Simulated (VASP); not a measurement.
# SmHfW (P-6m2) in VASP: further runs

Runs on SmHfW. Level: PBE. Tasks: single point, relaxation of cell and atoms.

All numbers are computed with VASP 6.6.1; they aren't measurements. Logs are shortened: lines on timing, memory, paths and dates and some standing lists are left out, and cuts for length are marked.

**1. The cell of the first run**

Symmetry: P-6m2, No. 187, hexagonal system. Conventional cell: a = 5.005 Å, b = 5.005 Å, c = 3.138 Å, α = 90.00°, β = 90.00°, γ = 120.00°. Sm (site symmetry -6m2) has 2 Sm at 3.14 Å and 6 W at 3.29 Å and 6 Hf at 3.29 Å within 4.1 Å. Within 3.8 Å of Hf (site symmetry -6m2) lie 3 W at 2.89 Å and 2 Hf at 3.14 Å and 6 Sm at 3.29 Å. Within 3.8 Å of W (site symmetry -6m2) lie 3 Hf at 2.89 Å and 2 W at 3.14 Å and 6 Sm at 3.29 Å.

The cell was built from a structure type or drawn by symmetry, and may not be a known phase.

**2. Single point, PBE**

The input, INCAR:

```
PREC = Accurate
ENCUT = 500
EDIFF = 1E-6
ISMEAR = 0
SIGMA = 0.1
LREAL = F
LASPH = T
NELM = 200
ALGO = Normal
ISIF = 2
LWAVE = F
LCHARG = F
GGA = PE
NBANDS = 24
GGA_COMPAT = F
LMAXMIX = 6
```

The input, KPOINTS:

```
Automatic mesh
0
Gamma
  12 12 14
```

The input, POSCAR:

```
SmHfW
1.0
    5.0053997201      0.0000000000      0.0000000000
   -2.5026998601      4.3348033137      0.0000000000
    0.0000000000      0.0000000000      3.1383485074
Sm Hf W
1 1 1
Direct
    0.0000000000      0.0000000000      0.0000000000
    0.3333333333      0.6666666667      0.5000000000
    0.6666666667      0.3333333333      0.5000000000
```

Potentials or basis: VASP PAW PBE potentials, release 64 (Sm_3, Hf_pv, W_sv), 4f in core.

Run with:

```console
cat potpaw_PBE.64/Sm_3/POTCAR potpaw_PBE.64/Hf_pv/POTCAR potpaw_PBE.64/W_sv/POTCAR > POTCAR
mpirun -np 1 vasp_std > vasp.out
```

OUTCAR:

```text
PREC = Accurate
   ENCUT = 500
   EDIFF = 1E-6
   ISMEAR = 0
   LREAL = F
   LASPH = T
   NELM = 200
   ISIF = 2
   GGA = PE

 ion  position               nearest neighbor table
   1  0.000  0.000  0.000-   2 3.29   3 3.29   2 3.29   3 3.29   3 3.29   3 3.29   2 3.29   2 3.29
                             3 3.29   3 3.29   2 3.29   2 3.29
   2  0.333  0.667  0.500-   3 2.89   3 2.89   3 2.89   1 3.29   1 3.29   1 3.29   1 3.29   1 3.29
                             1 3.29
   3  0.667  0.333  0.500-   2 2.89   2 2.89   2 2.89   1 3.29   1 3.29   1 3.29   1 3.29   1 3.29
                             1 3.29

  LATTYP: Found a hexagonal cell.
 ALAT       =     5.0053997201
 C/A-ratio  =     0.6269925846

  Lattice vectors:

 A1 = (   5.0053997201,   0.0000000000,   0.0000000000)
 A2 = (  -2.5026998601,   4.3348033137,   0.0000000000)
 A3 = (   0.0000000000,   0.0000000000,   3.1383485074)

Analysis of symmetry for initial positions (statically):
=====================================================================
 Subroutine PRICEL returns:
 Original cell was already a primitive cell.

 Routine SETGRP: Setting up the symmetry group for a
 hexagonal supercell.

 Subroutine GETGRP returns: Found 12 space group operations
 (whereof 12 operations were pure point group operations)
 out of a pool of 24 trial point group operations.

The static configuration has the point symmetry D_3h.

Analysis of symmetry for dynamics (positions and initial velocities):
=====================================================================
 Subroutine PRICEL returns:
 Original cell was already a primitive cell.

 Routine SETGRP: Setting up the symmetry group for a
 hexagonal supercell.

 Subroutine GETGRP returns: Found 12 space group operations
 (whereof 12 operations were pure point group operations)
 out of a pool of 24 trial point group operations.

The dynamic configuration has the point symmetry D_3h.

 Subroutine INISYM returns: Found 12 space group operations
 (whereof 12 operations are pure point group operations),
 and found     1 'primitive' translations

----------------------------------------------------------------------------------------

                                     Primitive cell

  volume of cell :      68.0941
[... 86 lines left out ...]
   LNONCOLLINEAR =      F non collinear calculations
   LSORBIT =      F    spin-orbit coupling
   LASPH  =      T    aspherical Exc in radial PAW
   ENCUT  =  500.0 eV  36.75 Ry    6.06 a.u.   9.13  9.13  5.72*2*pi/ulx,y,z
   NELM   =    200;   NELMIN=  2; NELMDL= -5     # of ELM steps
   EDIFF  = 0.1E-05   stopping-criterion for ELM
   LREAL  =      F    real-space projection
   EDIFFG = 0.1E-04   stopping-criterion for IOM
   NSW    =      0    number of steps for IOM
   IBRION =     -1    ionic relax: 0-MD 1-quasi-New 2-CG
   NFREE  =      0    steps in history (QN), initial steepest desc. (CG)
   ISIF   =      2    stress and relaxation
   ISYM   =      2    0-nonsym 1-usesym 2-fastsym
   POTIM  = 0.5000    time-step for ionic-motion
   TEBEG  =    0.0;   TEEND  =   0.0 temperature during run
   PSTRESS=    0.0 pullay stress
   NELECT =      35.0000    total number of electrons
   NUPDOWN=      -1.0000    fix difference up-down
   EMIN   =  10.00;   EMAX   =-10.00  energy-range for DOS
   EFERMI =   0.00;   METHOD = LEGACY
   ISMEAR =     0;   SIGMA  =   0.10  broadening in eV -4-tet -1-fermi 0-gaus
   EFERMI_NEDOS =   21; number of points for ismear=-14 and -15
   IALGO  =     38    algorithm
   IMIX   =      4    mixing-type and parameters
     AMIX     =   0.40;   BMIX     =  1.00
     AMIX_MAG =   1.60;   BMIX_MAG =  1.00
  volume/ion in A,a.u.               =      22.70       153.17
  Fermi-wavevector in a.u.,A,eV,Ry     =   1.311378  2.478144 23.398089  1.719711
  Thomas-Fermi vector in A             =   2.441843
   LORBIT       =      0    0 simple, 1 ext, 2 COOP (PROOUT), +10 PAW based schemes
   GGA     = PE    functional components
   LHFCALC =     F    Hartree Fock is set to
   AEXX    =    0.0000 exact exchange contribution
   IVDW    =     0    specifies the selected vdW correction
   LEPSILON=     F    determine dielectric tensor
   LRPA    =     F    only Hartree local field effects (RPA)
 non-spin polarized calculation
 Gauss-broadening in eV      SIGMA  =   0.10
  energy-cutoff  :      500.00
  volume of cell :       68.09
 maximum number of plane-waves:      1752
 NGX is ok and might be reduce to    40
   NGX = 19   NGY = 19   NGZ = 11

 number of electron      35.0000001 magnetization

 Free energy of the ion-electron system (eV)
  ---------------------------------------------------
  ext. energy  EPLUGINS =         0.00000000
  ---------------------------------------------------
  free energy    TOTEN  =       -25.89218688 eV

  energy without entropy =      -25.88201482  energy(sigma->0) =      -25.88710085

 E-fermi :   5.7566     XC(G=0): -11.4576

 val. band max:        5.7506805472   @ k =   0.3333   0.0833   0.2143
 cond. band min:       5.7725193155   @ k =   0.2500   0.0833   0.1429
 fundamental gap:      0.0218387683
 Fermi energy:         5.7566078473

 k-point     1 :       0.0000    0.0000    0.0000
  band No.  band energies     occupation
      1     -68.0610      2.00000
      2     -34.7889      2.00000
      3     -32.2123      2.00000
      4     -32.1977      2.00000
      5     -32.1977      2.00000
      6     -24.9208      2.00000
[... 637 lines left out ...]
     23       8.5312      0.00000
     24       9.0884      0.00000

 [... further k-points ...]

------------------------ aborting loop because EDIFF is reached ----------------------------------------

  FORCE on cell =-STRESS in cart. coord.  units (eV):
  Direction    XX          YY          ZZ          XY          YZ          ZX
  --------------------------------------------------------------------------------------
  -------------------------------------------------------------------------------------
  Total        0.1501831      0.1501831      0.1420277     -0.0000000      0.0000000      0.0000000
  in kB        3.5336390      3.5336390      3.3417517     -0.0000000      0.0000000      0.0000000
  external PRESSURE =       3.4696766 kB  Pullay stress =       0.0000000 kB

 VOLUME and BASIS-vectors are now :
 -----------------------------------------------------------------------------
  energy-cutoff  :      500.00
  volume of cell :       68.09
      direct lattice vectors                 reciprocal lattice vectors
     5.005399720  0.000000000  0.000000000     0.199784244  0.115345487  0.000000000
    -2.502699860  4.334803314  0.000000000     0.000000000  0.230690974  0.000000000
     0.000000000  0.000000000  3.138348507     0.000000000  0.000000000  0.318638927

 POSITION                                       TOTAL-FORCE (eV/Angst)
 -----------------------------------------------------------------------------------
      0.00000      0.00000      0.00000        -0.000000      0.000000      0.000000
     -0.00000      2.88987      1.56917         0.000000     -0.000000      0.000000
      2.50270      1.44493      1.56917        -0.000000      0.000000      0.000000
 -----------------------------------------------------------------------------------
    total drift:                               -0.000000      0.000000      0.000000

  FREE ENERGIE OF THE ION-ELECTRON SYSTEM (eV)
  ---------------------------------------------------
  free  energy   TOTEN  =       -25.8921868777 eV

  energy  without entropy=      -25.8820148201  energy(sigma->0) =      -25.88710085
```

stdout:

```text
POSCAR found type information on POSCAR SmHfW
 POSCAR found :  3 types and       3 ions
 scaLAPACK will be used
 LDA part: xc-table for (Slater+PW92), standard interpolation
 POSCAR, INCAR and KPOINTS ok, starting setup
 FFT: planning ... GRIDC
 FFT: planning ... GRID_SOFT
 FFT: planning ... GRID
 WAVECAR not read
 entering main loop
```

It took 2.6 min on 1 thread of Intel Xeon Platinum 8259CL at 2.50GHz (Skylake/Cascade Lake), shared host; peak memory 0.39 GiB.

Results:

| Property | Result |
| --- | --- |
| Free energy | -25.8922 eV |
| Pressure | 0.3 GPa |
| Band gap on the k mesh | zero (an odd number of electrons rules out a gap without spin polarisation) |

Levels at points of the mesh, in eV from the Fermi level:
```
           k point  band 13  band 14  band 15  band 16  band 17  band 18  band 19  band 20  band 21  band 22
(0.00, 0.00, 0.00)    -2.83    -1.45    -1.17    -1.17    -0.47    -0.47     0.99     0.99     1.04     1.66
(0.50, 0.00, 0.00)    -4.20    -3.08    -1.52    -1.35    -0.79     0.15     0.47     0.88     1.16     1.77
(0.00, 0.00, 0.50)    -2.95    -2.95    -2.36    -2.36    -1.71     0.63     0.63     1.07     1.07     4.27
(0.50, 0.00, 0.50)    -2.94    -2.20    -1.87    -1.53    -0.85     0.38     0.67     0.81     1.40     2.80
```

Caveat: spin-orbit coupling is left out, which moves the levels of the heavy elements; the 4f electrons are frozen in the core, so they carry no moment and show no levels. Spin polarisation is off, so any magnetic state and its effect on volume and gap are missing.

**3. Relaxation of cell and atoms, PBE**

The input, INCAR:

```
SYSTEM = SmHfW
PREC     = Accurate       ! precision mode
ENCUT    = 500            ! plane-wave cutoff, eV
EDIFF    = 1E-7           ! SCF threshold, eV
ISMEAR   = 0              ! smearing method
SIGMA    = 0.1            ! smearing width, eV
LREAL    = .False.        ! projectors in reciprocal space
LASPH    = .True.         ! aspherical terms in the spheres
NELM     = 200            ! most SCF steps
ALGO     = Normal         ! electronic algorithm
ISIF     = 3              ! what is computed and relaxed
LWAVE    = .False.        ! write WAVECAR
LCHARG   = .False.        ! write CHGCAR
GGA      = PE             ! functional
IBRION   = 2              ! ionic algorithm
NSW      = 100            ! ionic steps
EDIFFG   = -0.01          ! ionic threshold
GGA_COMPAT= .False.      
NELMIN   = 4            
LMAXMIX  = 6              ! l up to which the mixer works
```

The input, KPOINTS:

```
Automatic mesh
0
Gamma
  12 12 14
  0 0 0
```

The input, POSCAR:

```
SmHfW
1.0
    5.0121561772      0.0000000000      0.0000000000
   -2.5060780886      4.3406545772      0.0000000000
    0.0000000000      0.0000000000      3.1265639133
Sm Hf W
1 1 1
Direct
    0.0000000000      0.0000000000      0.0000000000
    0.3333333333      0.6666666667      0.5000000000
    0.6666666667      0.3333333333      0.5000000000
```

Potentials or basis: VASP PAW PBE potentials, release 64 (Sm_3, Hf_pv, W_sv), 4f in core.

Run with:

```console
cat potpaw_PBE.64/Sm_3/POTCAR potpaw_PBE.64/Hf_pv/POTCAR potpaw_PBE.64/W_sv/POTCAR > POTCAR
mpirun -np 1 vasp_std > vasp.out
```

It took 7 min on 1 thread of Intel Xeon Platinum 8259CL at 2.50GHz (Skylake/Cascade Lake), shared host; peak memory 0.38 GiB.

The run converged. Its results:

| Quantity | Value |
| --- | --- |
| Free energy | -25.8924 eV |
| Relaxed volume | 22.77 Å³/atom |
| Relaxed cell | a = 5.011 Å, b = 5.011 Å, c = 3.142 Å, α = 90.00°, β = 90.00°, γ = 120.00° |
| Space group after relaxing (to 0.1 Å) | P-6m2 (No. 187) |
| Energy gained by relaxing | 0.2 meV/atom |
| Ionic steps | 4 |
| Pressure after relaxing | 0.0 GPa |
| Band gap on the k mesh | zero (an odd number of electrons rules out a gap without spin polarisation) |

Step by step:
```csv
step,energy change (eV),largest force (eV/Å),pressure (GPa),volume (Å³)
1,0.0000,0.0000,0.38,68.02
2,-0.0003,0.0000,-0.39,68.55
3,-0.0005,0.0000,-0.10,68.35
4,-0.0007,0.0000,-0.01,68.32
```

Final structure:
```
CELL_PARAMETERS angstrom
5.01079 0.00000 0.00000
-2.50539 4.33947 0.00000
0.00000 0.00000 3.14200
ATOMIC_POSITIONS crystal
Sm 0.00000 0.00000 0.00000
Hf 0.33333 0.66667 0.50000
W 0.66667 0.33333 0.50000
```

Levels at points of the mesh, in eV from the Fermi level:
```
           k point  band 15  band 16  band 17  band 18  band 19  band 20
(0.00, 0.00, 0.00)    -1.17    -1.17    -0.47    -0.47     0.99     0.99
(0.50, 0.00, 0.00)    -1.52    -1.34    -0.79     0.15     0.47     0.88
(0.00, 0.00, 0.50)    -2.35    -2.35    -1.71     0.63     0.63     1.07
(0.50, 0.00, 0.50)    -1.86    -1.53    -0.84     0.39     0.67     0.79
```

Caveat: spin-orbit coupling is left out, which moves the levels of the heavy elements; the 4f electrons are frozen in the core, so they carry no moment and show no levels. Spin polarisation is off, so any magnetic state and its effect on volume and gap are missing.
